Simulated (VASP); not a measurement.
# Al (Fd-3m) in VASP: notebook, part 3 of 3

VASP 6.6.1. The steps go on from the part before.

## (4) Relaxation of cell and atoms, PBEsol, target pressure 60 GPa, at which the enthalpy is minimised

Contents of INCAR:

```
PREC = Accurate
ENCUT = 600
EDIFF = 1E-6
ISMEAR = -1
SIGMA = 0.05
LREAL = F
LASPH = T
NELM = 80
ALGO = Normal
ISIF = 3
LWAVE = F
LCHARG = F
GGA = PS
IBRION = 2
NSW = 60
EDIFFG = -0.03
PSTRESS = 600.0
```

Contents of KPOINTS:

```
Automatic mesh
0
Gamma
  8 8 8
```

Contents of POSCAR:

```
Al
1.0
    0.0000000000      2.7850000000      2.7850000000
    2.7850000000      0.0000000000      2.7850000000
    2.7850000000      2.7850000000      0.0000000000
Al
2
Direct
    0.0000000000      0.0000000000      0.0000000000
    0.2500000000      0.2500000000      0.2500000000
```

Potentials or basis: VASP PAW PBE potentials, release 64 (Al).

The run is started by

```console
$ cat potpaw_PBE.64/Al/POTCAR > POTCAR
$ mpirun -np 1 vasp_std > vasp.out
```

OUTCAR:

```text
PREC = Accurate
   ENCUT = 600
   EDIFF = 1E-6
   ISMEAR = -1
   LREAL = F
   LASPH = T
   NELM = 80
   ISIF = 3
   GGA = PS
   IBRION = 2
   NSW = 60
   EDIFFG = -0.03
   PSTRESS = 600.0

 ion  position               nearest neighbor table
   1  0.000  0.000  0.000-   2 2.41   2 2.41   2 2.41   2 2.41
   2  0.250  0.250  0.250-   1 2.41   1 2.41   1 2.41   1 2.41

  LATTYP: Found a face centered cubic cell.
 ALAT       =     5.5700000000

  Lattice vectors:

 A1 = (   0.0000000000,   2.7850000000,   2.7850000000)
 A2 = (   2.7850000000,   0.0000000000,   2.7850000000)
 A3 = (   2.7850000000,   2.7850000000,   0.0000000000)

Analysis of symmetry for initial positions (statically):
=====================================================================
 Subroutine PRICEL returns:
 Original cell was already a primitive cell.

 Routine SETGRP: Setting up the symmetry group for a
 face centered cubic supercell.

 Subroutine GETGRP returns: Found 48 space group operations
 (whereof 24 operations were pure point group operations)
 out of a pool of 48 trial point group operations.

The static configuration has the point symmetry T_d .
 The point group associated with its full space group is O_h .

Analysis of symmetry for dynamics (positions and initial velocities):
=====================================================================
 Subroutine PRICEL returns:
 Original cell was already a primitive cell.

 Routine SETGRP: Setting up the symmetry group for a
 face centered cubic supercell.

 Subroutine GETGRP returns: Found 48 space group operations
 (whereof 24 operations were pure point group operations)
 out of a pool of 48 trial point group operations.

The dynamic configuration has the point symmetry T_d .
 The point group associated with its full space group is O_h .

 Subroutine INISYM returns: Found 48 space group operations
 (whereof 24 operations are pure point group operations),
 and found     1 'primitive' translations

----------------------------------------------------------------------------------------

                                     Primitive cell

  volume of cell :      43.2022

  direct lattice vectors                    reciprocal lattice vectors
     0.000000000  2.785000000  2.785000000    -0.179533214  0.179533214  0.179533214
     2.785000000  0.000000000  2.785000000     0.179533214 -0.179533214  0.179533214
     2.785000000  2.785000000  0.000000000     0.179533214  0.179533214 -0.179533214

  length of vectors
     3.938584771  3.938584771  3.938584771     0.310960648  0.310960648  0.310960648

  position of ions in fractional coordinates (direct lattice)
     0.000000000  0.000000000  0.000000000
     0.250000000  0.250000000  0.250000000

  ion indices of the primitive-cell ions
   primitive index   ion index
                 1           1
                 2           2

----------------------------------------------------------------------------------------

 KPOINTS: Automatic mesh

Automatic generation of k-mesh.
 Grid dimensions read from file:
 generate k-points for:    8    8    8

 Generating k-lattice:

  Cartesian coordinates                     Fractional coordinates (reciprocal lattice)
    -0.022441652  0.022441652  0.022441652     0.125000000  0.000000000  0.000000000
     0.022441652 -0.022441652  0.022441652     0.000000000  0.125000000  0.000000000
     0.022441652  0.022441652 -0.022441652     0.000000000  0.000000000  0.125000000

  Length of vectors
     0.038870081  0.038870081  0.038870081

  Shift w.r.t. Gamma in fractional coordinates (k-lattice)
     0.000000000  0.000000000  0.000000000

 Subroutine IBZKPT returns following result:
 ===========================================

 Found     29 irreducible k-points:

 Following reciprocal coordinates:
            Coordinates               Weight
  0.000000  0.000000  0.000000      1.000000
  0.125000  0.000000  0.000000      8.000000
  0.250000  0.000000  0.000000      8.000000
  0.375000  0.000000  0.000000      8.000000
  0.500000  0.000000  0.000000      4.000000
  0.125000  0.125000  0.000000      6.000000
[... 16 lines left out ...]
  0.500000  0.250000  0.125000     48.000000
 -0.375000  0.250000  0.125000     24.000000
 [... further k-points ...]
   k-points           NKPTS =     29   k-points in BZ     NKDIM =     29   number of bands    NBANDS=      7
   number of dos      NEDOS =    301   number of ions     NIONS =      2
   total plane-waves  NPLWV =  32768
   dimension x,y,z NGX =    32 NGY =   32 NGZ =   32
   dimension x,y,z NGXF=    64 NGYF=   64 NGZF=   64
   ions per type =               2
   NGX,Y,Z   is equivalent  to a cutoff of  13.51, 13.51, 13.51 a.u.
   NGXF,Y,Z  is equivalent  to a cutoff of  27.01, 27.01, 27.01 a.u.
 SYSTEM =  unknown system
   PREC   = accura    normal or accurate (medium, high low for compatibility)
   ISTART =      0    job   : 0-new  1-cont  2-samecut
   ICHARG =      2    charge: 1-file 2-atom 10-const
   ISPIN  =      1    spin polarized calculation?
   LNONCOLLINEAR =      F non collinear calculations
   LSORBIT =      F    spin-orbit coupling
   LASPH  =      T    aspherical Exc in radial PAW
   ENCUT  =  600.0 eV  44.10 Ry    6.64 a.u.   7.87  7.87  7.87*2*pi/ulx,y,z
   NELM   =     80;   NELMIN=  2; NELMDL= -5     # of ELM steps
   EDIFF  = 0.1E-05   stopping-criterion for ELM
   LREAL  =      F    real-space projection
   EDIFFG = -.3E-01   stopping-criterion for IOM
   NSW    =     60    number of steps for IOM
   IBRION =      2    ionic relax: 0-MD 1-quasi-New 2-CG
   NFREE  =      1    steps in history (QN), initial steepest desc. (CG)
   ISIF   =      3    stress and relaxation
   ISYM   =      2    0-nonsym 1-usesym 2-fastsym
   POTIM  = 0.5000    time-step for ionic-motion
   TEBEG  =    0.0;   TEEND  =   0.0 temperature during run
   PSTRESS=  600.0 pullay stress
   NELECT =       6.0000    total number of electrons
   NUPDOWN=      -1.0000    fix difference up-down
   EMIN   =  10.00;   EMAX   =-10.00  energy-range for DOS
   EFERMI =   0.00;   METHOD = LEGACY
   ISMEAR =    -1;   SIGMA  =   0.05  broadening in eV -4-tet -1-fermi 0-gaus
   EFERMI_NEDOS =   21; number of points for ismear=-14 and -15
   IALGO  =     38    algorithm
   IMIX   =      4    mixing-type and parameters
     AMIX     =   0.40;   BMIX     =  1.00
     AMIX_MAG =   1.60;   BMIX_MAG =  1.00
  volume/ion in A,a.u.               =      21.60       145.77
  Fermi-wavevector in a.u.,A,eV,Ry     =   0.847793  1.602097  9.779238  0.718754
  Thomas-Fermi vector in A             =   1.963355
   LORBIT       =      0    0 simple, 1 ext, 2 COOP (PROOUT), +10 PAW based schemes
   GGA     = PS    functional components
   LHFCALC =     F    Hartree Fock is set to
   AEXX    =    0.0000 exact exchange contribution
   IVDW    =     0    specifies the selected vdW correction
   LEPSILON=     F    determine dielectric tensor
   LRPA    =     F    only Hartree local field effects (RPA)
 conjugate gradient relaxation of ions
 non-spin polarized calculation
  energy-cutoff  :      600.00
  volume of cell :       43.20
 maximum number of plane-waves:      1459
   NGX = 15   NGY = 15   NGZ = 15

--------------------------------------- Ionic step        1  -------------------------------------------

 number of electron       6.0000000 magnetization

 Free energy of the ion-electron system (eV)
  ---------------------------------------------------
  ext. energy  EPLUGINS =         0.00000000
  ---------------------------------------------------
  free energy    TOTEN  =        -6.12374194 eV

  energy without entropy =       -6.10916186  energy(sigma->0) =       -6.11645190

------------------------ aborting loop because EDIFF is reached ----------------------------------------

  FORCE on cell =-STRESS in cart. coord.  units (eV):
  Direction    XX          YY          ZZ          XY          YZ          ZX
  --------------------------------------------------------------------------------------
  -------------------------------------------------------------------------------------
  Total        3.7343694      3.7343694      3.7343694     -0.0000000      0.0000000      0.0000000
  in kB      138.4912277    138.4912277    138.4912277     -0.0000000      0.0000000      0.0000000
  external PRESSURE =    -461.5087723 kB  Pullay stress =     600.0000000 kB
[... 635 lines left out ...]
  enthalpy is  TOTEN    =         8.0552045788 eV   P V=       12.1415544489

--------------------------------------- Ionic step        5  -------------------------------------------

 number of electron       6.0000000 magnetization

 Free energy of the ion-electron system (eV)
  ---------------------------------------------------
  ext. energy  EPLUGINS =         0.00000000
  ---------------------------------------------------
  free energy    TOTEN  =        -3.76298045 eV

  energy without entropy =       -3.75195411  energy(sigma->0) =       -3.75746728

 E-fermi :   7.6167     XC(G=0): -10.2400

 val. band max:        7.4412422669   @ k =  -0.3750   0.3750   0.0000
 cond. band min:       7.6494837159   @ k =  -0.2500   0.1250   0.0000
 fundamental gap:      0.2082414490
 Fermi energy:         7.6166958490

 k-point     1 :       0.0000    0.0000    0.0000
  band No.  band energies     occupation
      1      -3.3565      2.00000
      2      10.8251      0.00000
      3      10.8251      0.00000
      4      10.8251      0.00000
      5      12.5448      0.00000
      6      12.5448      0.00000
      7      12.5448      0.00000
[... 259 lines left out ...]
  FREE ENERGIE OF THE ION-ELECTRON SYSTEM (eV)
  ---------------------------------------------------
  free  energy   TOTEN  =        -3.7629804505 eV

  energy  without entropy=       -3.7519541140  energy(sigma->0) =       -3.75746728

  enthalpy is  TOTEN    =         8.0383626879 eV   P V=       11.8013431384

 reached required accuracy - stopping structural energy minimisation
```

OSZICAR:

```text
N       E                     dE             d eps       ncg     rms          rms(c)
DAV:   1     0.175405334039E+01    0.17541E+01   -0.22734E+03   406   0.693E+02
DAV:   2    -0.600144108062E+01   -0.77555E+01   -0.75309E+01   560   0.524E+01
DAV:   3    -0.615258538397E+01   -0.15114E+00   -0.14916E+00   546   0.742E+00
[... 38 lines left out ...]
DAV:   1    -0.376527961304E+01    0.32107E+00   -0.99994E-02   434   0.205E+00    0.326E-01
DAV:   2    -0.376380473061E+01    0.14749E-02   -0.22593E-03   469   0.376E-01    0.106E-01
DAV:   3    -0.376301881195E+01    0.78592E-03   -0.10834E-03   434   0.167E-01    0.577E-02
DAV:   4    -0.376297952005E+01    0.39292E-04   -0.75724E-05   553   0.526E-02    0.357E-02
DAV:   5    -0.376298045049E+01   -0.93044E-06   -0.13055E-06   329   0.108E-02
   5 F= 0.80383627E+01 E0= 0.80438759E+01  d E =-.201669E+01
```

CONTCAR:

```text
Al
   1.00000000000000
    -0.0000000000000000    2.5069957141750767    2.5069957141750767
     2.5069957141750767    0.0000000000000000    2.5069957141750767
     2.5069957141750767    2.5069957141750767    0.0000000000000000
  Al
     2
Direct
     0.0000000000000000    0.0000000000000000    0.0000000000000000
     0.2500000000000000    0.2500000000000000    0.2500000000000000

  0.00000000E+00  0.00000000E+00  0.00000000E+00
  0.00000000E+00  0.00000000E+00  0.00000000E+00
```

It took 47 s on 1 thread of Intel Xeon 8259CL, shared host; peak memory 0.18 GiB.

What came out:

```yaml
Free_energy: -3.7630 eV
Relaxed_volume: 15.76 Å³/atom
Relaxed_cell: a = 3.545 Å, b = 3.545 Å, c = 3.545 Å, α = 60.00°, β = 60.00°, γ = 60.00°
Space_group_after_relaxing_to_0.05_Å: Fd-3m (No. 227)
Energy_change_on_relaxing_the_enthalpy_is_what_falls: +1180.4 meV/atom
Ionic_steps: 5
Pressure_after_relaxing: 60.1 GPa
Band_gap_on_the_k_mesh: zero (band 3 reaches 10.83 eV, above the bottom of band 4 at 4.62 eV)
```

The path:
```csv
step,energy change (eV),largest force (eV/Å),pressure (GPa),volume (Å³)
1,0.0000,0.0000,13.85,43.20
2,23.3738,0.0000,519.52,14.81
3,1.4452,0.0000,42.96,34.39
4,2.0374,0.0000,54.06,32.42
5,2.3608,0.0000,60.11,31.51
```

Final structure:
```cif
data_structure
_symmetry_space_group_name_H-M 'P 1'
_symmetry_Int_Tables_number 1
_cell_length_a 3.5454
_cell_length_b 3.5454
_cell_length_c 3.5454
_cell_angle_alpha 60.000
_cell_angle_beta 60.000
_cell_angle_gamma 60.000
_cell_volume 31.51
loop_
_atom_site_label
_atom_site_type_symbol
_atom_site_fract_x
_atom_site_fract_y
_atom_site_fract_z
_atom_site_occupancy
Al1 Al 0.00000 0.00000 0.00000 1
Al2 Al 0.25000 0.25000 0.25000 1
```

Levels at points of the mesh, in eV from the Fermi level:
```tsv
k point	band 1	band 2	band 3	band 4	band 5	band 6	band 7
(0.00, 0.00, 0.00)	-10.97	3.21	3.21	3.21	4.93	4.93	4.93
(0.50, 0.00, 0.00)	-7.40	-5.97	1.85	1.85	4.60	4.60	5.72
(0.50, 0.50, 0.00)	-5.48	-5.48	-0.76	-0.76	1.67	1.67	13.47
```

Caveat: the cell is relaxed towards a set pressure, so the enthalpy falls and the energy may rise; the volume moved by over 15 % at a fixed basis, so the end points are rough; the PAW data sets were made with another functional, which shifts forces and pressure a little.

## (5) The runs side by side

```tsv
cell	gap on the mesh (eV)	pressure (GPa)
relaxed to 20 GPa	none	19.9
relaxed to 40 GPa	none	40.0
relaxed to 60 GPa	none	60.1
```

Alike in all rows: task relaxation of cell and atoms; level PBEsol; potentials or basis VASP PAW PBE potentials, release 64 (Al); no spin polarisation; k mesh 8 × 8 × 8; cutoff (eV) 600; smearing fermi-dirac 0.05 eV.

Caveats: the cell is relaxed towards a set pressure, so the enthalpy falls and the energy may rise; the PAW data sets were made with another functional, which shifts forces and pressure a little; the volume moved by over 15 % at a fixed basis, so the end points are rough (some runs).

Total energies depend on the potentials used, so only differences within one code and one set of settings carry meaning.
